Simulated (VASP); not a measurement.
# BN (e600) (P6_3mc) in VASP: notebook

The runs below take BN (e600) through single point, relaxation of the atoms, with PBEsol.

All numbers are computed with VASP 6.6.1; they aren't measurements. Logs are shortened: lines on timing, memory, paths and dates and some standing lists are left out, and cuts for length are marked.

### Step 1. The cell of the first run

Symmetry: P6_3mc, No. 186, hexagonal system. Conventional cell: a = 2.515 Å, b = 2.515 Å, c = 4.161 Å, α = 90.00°, β = 90.00°, γ = 120.00°. B (site symmetry 3m) has 4 N at 1.54 to 1.56 Å within 2.1 Å. Within 2.1 Å of N (site symmetry 3m) lie 4 B at 1.54 to 1.56 Å.

### Step 2. Single point, PBEsol (strained cell)

The input, INCAR:

```
SYSTEM = BN
  PREC = Accurate
  ENCUT = 520
  EDIFF = 1E-7
  ISMEAR = 0
  SIGMA = 0.02
  LREAL = .FALSE.
  LASPH = .TRUE.
  NELM = 60
  ALGO = Normal
  ISIF = 2
  LWAVE = .FALSE.
  LCHARG = .TRUE.
  GGA = PS
  LELF = .TRUE.
  LVHAR = .TRUE.
  NBANDS = 16
```

The input, KPOINTS:

```
Automatic mesh
0
G
  9 9 6
  0 0 0
```

The input, POSCAR:

```
BN
1.0
    2.5151549549      0.0000000000      0.0000000000
   -1.2575774774      2.1781880854      0.0000000000
    0.0000000000      0.0000000000      4.1606277791
B N
2 2
Direct
    0.3333333333      0.6666666667     -0.0001256023
    0.6666666667      0.3333333333      0.4998743977
    0.3333333333      0.6666666667      0.3741256023
    0.6666666667      0.3333333333      0.8741256023
```

Potentials or basis: VASP PAW PBE potentials, release 64 (B, N).

Launch:

```
$ cat potpaw_PBE.64/B/POTCAR potpaw_PBE.64/N/POTCAR > POTCAR
$ mpirun -np 1 vasp_std > vasp.out
```

OUTCAR:

```text
SYSTEM = BN
   PREC = Accurate
   ENCUT = 520
   EDIFF = 1E-7
   ISMEAR = 0
   LREAL = .FALSE.
   LASPH = .TRUE.
   NELM = 60
   ISIF = 2
   GGA = PS

 ion  position               nearest neighbor table
   1  0.333  0.667  1.000-   4 1.54   4 1.54   4 1.54   3 1.56
   2  0.667  0.333  0.500-   3 1.54   3 1.54   3 1.54   4 1.56
   3  0.333  0.667  0.374-   2 1.54   2 1.54   2 1.54   1 1.56
   4  0.667  0.333  0.874-   1 1.54   1 1.54   1 1.54   2 1.56

  LATTYP: Found a hexagonal cell.
 ALAT       =     2.5151549549
 C/A-ratio  =     1.6542232402

  Lattice vectors:

 A1 = (   2.5151549549,   0.0000000000,   0.0000000000)
 A2 = (  -1.2575774774,   2.1781880854,   0.0000000000)
 A3 = (   0.0000000000,   0.0000000000,   4.1606277791)

Analysis of symmetry for initial positions (statically):
=====================================================================
 Subroutine PRICEL returns:
 Original cell was already a primitive cell.

 Routine SETGRP: Setting up the symmetry group for a
 hexagonal supercell.

 Subroutine GETGRP returns: Found 12 space group operations
 (whereof  6 operations were pure point group operations)
 out of a pool of 24 trial point group operations.

The static configuration has the point symmetry C_3v.
 The point group associated with its full space group is C_6v.

Analysis of symmetry for dynamics (positions and initial velocities):
=====================================================================
 Subroutine PRICEL returns:
 Original cell was already a primitive cell.

 Routine SETGRP: Setting up the symmetry group for a
 hexagonal supercell.

 Subroutine GETGRP returns: Found 12 space group operations
 (whereof  6 operations were pure point group operations)
 out of a pool of 24 trial point group operations.

The dynamic configuration has the point symmetry C_3v.
 The point group associated with its full space group is C_6v.

 Subroutine INISYM returns: Found 12 space group operations
 (whereof  6 operations are pure point group operations),
 and found     1 'primitive' translations

----------------------------------------------------------------------------------------

                                     Primitive cell

  volume of cell :      22.7939

  direct lattice vectors                    reciprocal lattice vectors
     2.515154955  0.000000000  0.000000000     0.397589818  0.229548588  0.000000000
    -1.257577477  2.178188085  0.000000000     0.000000000  0.459097177  0.000000000
     0.000000000  0.000000000  4.160627779     0.000000000  0.000000000  0.240348345

  length of vectors
     2.515154955  2.515154955  4.160627779     0.459097177  0.459097177  0.240348345

  position of ions in fractional coordinates (direct lattice)
     0.333333333  0.666666667  0.999874398
     0.666666667  0.333333333  0.499874398
     0.333333333  0.666666667  0.374125602
     0.666666667  0.333333333  0.874125602

  ion indices of the primitive-cell ions
   primitive index   ion index
                 1           1
                 2           2
                 3           3
                 4           4

----------------------------------------------------------------------------------------

 KPOINTS: Automatic mesh

Automatic generation of k-mesh.
 Grid dimensions read from file:
 generate k-points for:    9    9    6

 Generating k-lattice:

  Cartesian coordinates                     Fractional coordinates (reciprocal lattice)
     0.044176646  0.025505399  0.000000000     0.111111111  0.000000000  0.000000000
     0.000000000  0.051010797  0.000000000     0.000000000  0.111111111  0.000000000
     0.000000000  0.000000000  0.040058057     0.000000000  0.000000000  0.166666667

  Length of vectors
     0.051010797  0.051010797  0.040058057

  Shift w.r.t. Gamma in fractional coordinates (k-lattice)
     0.000000000  0.000000000  0.000000000

 Subroutine IBZKPT returns following result:
 ===========================================

 Found     48 irreducible k-points:

 Following reciprocal coordinates:
            Coordinates               Weight
  0.000000  0.000000  0.000000      1.000000
  0.111111 -0.000000  0.000000      6.000000
  0.222222 -0.000000  0.000000      6.000000
  0.333333 -0.000000  0.000000      6.000000
  0.444444 -0.000000  0.000000      6.000000
  0.111111  0.111111  0.000000      6.000000
[... 16 lines left out ...]
  0.333333  0.222222  0.166667     24.000000
  0.333333  0.333333  0.166667      4.000000
 [... further k-points ...]
   k-points           NKPTS =     48   k-points in BZ     NKDIM =     48   number of bands    NBANDS=     16
   number of dos      NEDOS =    301   number of ions     NIONS =      4
   total plane-waves  NPLWV =  12800
   dimension x,y,z NGX =    20 NGY =   20 NGZ =   32
   dimension x,y,z NGXF=    40 NGYF=   40 NGZF=   64
   ions per type =               2   2
   NGX,Y,Z   is equivalent  to a cutoff of  13.22, 13.22, 12.79 a.u.
   NGXF,Y,Z  is equivalent  to a cutoff of  26.44, 26.44, 25.57 a.u.
 SYSTEM =  BN
   PREC   = accura    normal or accurate (medium, high low for compatibility)
   ISTART =      0    job   : 0-new  1-cont  2-samecut
   ICHARG =      2    charge: 1-file 2-atom 10-const
   ISPIN  =      1    spin polarized calculation?
   LNONCOLLINEAR =      F non collinear calculations
   LSORBIT =      F    spin-orbit coupling
   LASPH  =      T    aspherical Exc in radial PAW
   ENCUT  =  520.0 eV  38.22 Ry    6.18 a.u.   4.68  4.68  7.74*2*pi/ulx,y,z
   NELM   =     60;   NELMIN=  2; NELMDL= -5     # of ELM steps
   EDIFF  = 0.1E-06   stopping-criterion for ELM
   LREAL  =      F    real-space projection
   EDIFFG = 0.1E-05   stopping-criterion for IOM
   NSW    =      0    number of steps for IOM
   IBRION =     -1    ionic relax: 0-MD 1-quasi-New 2-CG
   NFREE  =      0    steps in history (QN), initial steepest desc. (CG)
   ISIF   =      2    stress and relaxation
   ISYM   =      2    0-nonsym 1-usesym 2-fastsym
   POTIM  = 0.5000    time-step for ionic-motion
   TEBEG  =    0.0;   TEEND  =   0.0 temperature during run
   PSTRESS=    0.0 pullay stress
   NELECT =      16.0000    total number of electrons
   NUPDOWN=      -1.0000    fix difference up-down
   EMIN   =  10.00;   EMAX   =-10.00  energy-range for DOS
   EFERMI =   0.00;   METHOD = LEGACY
   ISMEAR =     0;   SIGMA  =   0.02  broadening in eV -4-tet -1-fermi 0-gaus
   EFERMI_NEDOS =   21; number of points for ismear=-14 and -15
   IALGO  =     38    algorithm
   IMIX   =      4    mixing-type and parameters
     AMIX     =   0.40;   BMIX     =  1.00
     AMIX_MAG =   1.60;   BMIX_MAG =  1.00
  volume/ion in A,a.u.               =       5.70        38.46
  Fermi-wavevector in a.u.,A,eV,Ry     =   1.454929  2.749417 28.801067  2.116819
  Thomas-Fermi vector in A             =   2.572023
   LORBIT       =      0    0 simple, 1 ext, 2 COOP (PROOUT), +10 PAW based schemes
   GGA     = PS    functional components
   LHFCALC =     F    Hartree Fock is set to
   AEXX    =    0.0000 exact exchange contribution
   IVDW    =     0    specifies the selected vdW correction
   LEPSILON=     F    determine dielectric tensor
   LRPA    =     F    only Hartree local field effects (RPA)
 non-spin polarized calculation
 Gauss-broadening in eV      SIGMA  =   0.02
  energy-cutoff  :      520.00
  volume of cell :       22.79
 maximum number of plane-waves:       628
 NGX is ok and might be reduce to    20
   NGX =  9   NGY =  9   NGZ = 15

 number of electron      15.9999998 magnetization

 Free energy of the ion-electron system (eV)
  ---------------------------------------------------
  ext. energy  EPLUGINS =         0.00000000
  ---------------------------------------------------
  free energy    TOTEN  =       -36.59443757 eV

  energy without entropy =      -36.59443757  energy(sigma->0) =      -36.59443757

 E-fermi :   8.0704     XC(G=0): -13.1829

 val. band max:        7.9846411976   @ k =   0.0000   0.0000   0.0000
 cond. band min:      12.8633432380   @ k =   0.3333   0.3333   0.0000
 fundamental gap:      4.8787020404
 Fermi energy:         8.0704053169

 k-point     1 :       0.0000    0.0000    0.0000
  band No.  band energies     occupation
      1     -12.8762      2.00000
      2      -8.5021      2.00000
      3      -3.3855      2.00000
      4       5.7669      2.00000
      5       5.7669      2.00000
      6       7.6766      2.00000
[... 8 lines left out ...]
     15      20.1055      0.00000
     16      24.5146      0.00000

 k-point     2 :       0.1111   -0.0000    0.0000
  band No.  band energies     occupation
      1     -12.5985      2.00000
      2      -8.2879      2.00000
      3      -3.1120      2.00000
      4       4.5557      2.00000
      5       5.2630      2.00000
      6       6.9868      2.00000
[... 8 lines left out ...]
     15      20.9038      0.00000
     16      24.0476      0.00000

 k-point     3 :       0.2222   -0.0000    0.0000
  band No.  band energies     occupation
      1     -11.7808      2.00000
      2      -7.7020      2.00000
      3      -2.3106      2.00000
      4       1.9755      2.00000
      5       4.2470      2.00000
      6       4.7582      2.00000
[... 8 lines left out ...]
     15      22.7895      0.00000
     16      23.4321      0.00000

 k-point     4 :       0.3333   -0.0000    0.0000
  band No.  band energies     occupation
      1     -10.4875      2.00000
      2      -7.0209      2.00000
      3      -1.1068      2.00000
      4      -0.4922      2.00000
      5       2.3110      2.00000
      6       3.3432      2.00000
[... 8 lines left out ...]
     15      24.2955      0.00000
     16      24.8231      0.00000

 k-point     5 :       0.4444   -0.0000    0.0000
  band No.  band energies     occupation
      1      -8.9716      2.00000
      2      -7.0526      2.00000
      3      -1.7762      2.00000
      4       0.1266      2.00000
      5       0.6316      2.00000
      6       2.8405      2.00000
[... 8 lines left out ...]
     15      24.5770      0.00000
     16      26.1214      0.00000

 k-point     6 :       0.1111    0.1111    0.0000
  band No.  band energies     occupation
      1     -12.0505      2.00000
      2      -7.8853      2.00000
      3      -2.5734      2.00000
      4       3.0088      2.00000
      5       3.9713      2.00000
      6       5.7931      2.00000
[... 8 lines left out ...]
     15      22.6184      0.00000
     16      23.5680      0.00000
[... 267 lines left out ...]
 k-point    21 :       0.4444    0.1111    0.1667
  band No.  band energies     occupation
      1      -8.3003      2.00000
      2      -7.2098      2.00000
      3      -2.0690      2.00000
      4      -0.5112      2.00000
      5       1.4638      2.00000
      6       2.3425      2.00000
[... 8 lines left out ...]
     15      25.1026      0.00000
     16      25.7370      0.00000

 k-point    22 :       0.2222    0.2222    0.1667
  band No.  band energies     occupation
      1      -9.6100      2.00000
      2      -7.0256      2.00000
      3      -0.7994      2.00000
      4       0.2543      2.00000
      5       1.0173      2.00000
      6       2.3012      2.00000
[... 8 lines left out ...]
     15      23.6063      0.00000
     16      24.6384      0.00000

 k-point    23 :       0.3333    0.2222    0.1667
  band No.  band energies     occupation
      1      -8.2271      2.00000
      2      -6.8976      2.00000
      3      -1.4975      2.00000
      4      -0.3287      2.00000
      5       0.7246      2.00000
      6       2.0693      2.00000
[... 8 lines left out ...]
     15      24.2750      0.00000
     16      24.9368      0.00000

 k-point    24 :       0.3333    0.3333    0.1667
  band No.  band energies     occupation
      1      -7.2546      2.00000
      2      -7.2546      2.00000
      3      -1.5410      2.00000
      4      -0.0641      2.00000
      5      -0.0641      2.00000
      6       1.8415      2.00000
[... 8 lines left out ...]
     15      24.5492      0.00000
     16      24.5492      0.00000

 [... further k-points ...]
[... 5 lines left out ...]
  --------------------------------------------------------------------------------------
  -------------------------------------------------------------------------------------
  Total        1.8745825      1.8745825      1.8993698      0.0000000      0.0000000      0.0000000
  in kB      131.7638099    131.7638099    133.5061059      0.0000000      0.0000000      0.0000000
  external PRESSURE =     132.3445752 kB  Pullay stress =       0.0000000 kB

 VOLUME and BASIS-vectors are now :
 -----------------------------------------------------------------------------
  energy-cutoff  :      520.00
  volume of cell :       22.79
      direct lattice vectors                 reciprocal lattice vectors
     2.515154955  0.000000000  0.000000000     0.397589818  0.229548588  0.000000000
    -1.257577477  2.178188085  0.000000000     0.000000000  0.459097177  0.000000000
     0.000000000  0.000000000  4.160627779     0.000000000  0.000000000  0.240348345

 POSITION                                       TOTAL-FORCE (eV/Angst)
 -----------------------------------------------------------------------------------
     -0.00000      1.45213      4.16011        -0.000000     -0.000000      0.004023
      1.25758      0.72606      2.07979        -0.000000      0.000000      0.004023
     -0.00000      1.45213      1.55660         0.000000      0.000000     -0.004023
      1.25758      0.72606      3.63691         0.000000      0.000000     -0.004023
 -----------------------------------------------------------------------------------
    total drift:                               -0.000000      0.000000     -0.000290

  FREE ENERGIE OF THE ION-ELECTRON SYSTEM (eV)
  ---------------------------------------------------
  free  energy   TOTEN  =       -36.5944375742 eV

  energy  without entropy=      -36.5944375742  energy(sigma->0) =      -36.59443757
```

It took 8.5 s on 1 thread of AMD EPYC 9R45 (Zen 5), shared host; peak memory 0.1 GiB.

Results:

- Free energy: -36.5944 eV
- Pressure: 13.2 GPa
- Largest force: 0.004 eV/Å
- Band gap on the k mesh: 4.88 eV, indirect (least direct gap 8.35 eV)

Forces in eV/Å, atoms in the order of the input:
```
B    0.000  0.000  0.004
B    0.000  0.000  0.004
N    0.000  0.000 -0.004
N    0.000  0.000 -0.004
```

Stress tensor (GPa, compression positive):
```
13.18  0.00  0.00
 0.00 13.18  0.00
 0.00  0.00 13.35
```

Caveat: the cell differs from its parent crystal (strained cell); the PAW data sets were made with another functional, which shifts forces and pressure a little. A k mesh can miss the band edges.

(Continued in part 2 of 2.)
